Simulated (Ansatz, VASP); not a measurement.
# GaAs in VASP and in Ansatz

File INCAR:

```
  PREC = Accurate
  ENCUT = 520
  EDIFF = 1E-6
  ISMEAR = 0
  SIGMA = 0.05
  LREAL = F
  LASPH = T
  NELM = 60
  ALGO = Normal
  ISIF = 2
  LWAVE = F
  LCHARG = F
  GGA = PS
  NBANDS = 16
```

KPOINTS

```
regular mesh
0
Gamma
  10 10 10
```

File POSCAR:

```
GaAs
1.0
    0.0000000000      2.8105375005      2.8105375005
    2.8105375005      0.0000000000      2.8105375005
    2.8105375005      2.8105375005      0.0000000000
Ga As
1 1
Direct
    0.0000000000      0.0000000000      0.0000000000
    0.7500000000      0.7500000000      0.7500000000
```

Input for Ansatz:

```yaml
crystal:
  lattice:
    - [0.0, 2.8105375005, 2.8105375005]
    - [2.8105375005, 0.0, 2.8105375005]
    - [2.8105375005, 2.8105375005, 0.0]
  atoms:
    - { symbol: Ga, position: [0.0, 0.0, 0.0] }
    - { symbol: As, position: [0.75, 0.75, 0.75] }
basis:
  ecutwfc: 420
  ecutrho_ratio: 4
kpoints:
  mp_grid: { grid: [10, 10, 10] }
hamiltonian:
  xc: pbesol
scf:
  occupations: { method: gaussian, width: 0.05 }
output:
  forces: true
  stress: true
  eigenvalues: true
```

Alike in both runs: task single point; functional PBEsol; k mesh 10 × 10 × 10; occupations gaussian, width 0.05 eV; no spin polarisation.

|  | VASP | Ansatz |
| --- | --- | --- |
| version | VASP 6.6.1 | Ansatz 0.2.0 |
| potentials or method | VASP PAW PBE potentials, release 64 (Ga_d, As), cutoff 520 eV | scalar-relativistic, plane waves, PAW |
| valence electrons in the cell | 18 | 28 |

|  | VASP | Ansatz | Ansatz less VASP |
| --- | --- | --- | --- |
| gap on the k mesh at the Fermi level (eV) | 0.59 | 0.57 | -0.015 |
| least direct gap on the mesh (eV) | 0.59 | 0.57 | -0.015 |
| pressure (GPa) | 1.6 | 1.5 | -0.17 |

VASP's potentials were made for PBE, not for PBEsol. With one functional, cell and mesh, what is left measures potentials, basis and numerics. VASP's potentials hold 18 valence electrons a cell and Ansatz's 28, so a difference there can come from the potentials and not from the codes.
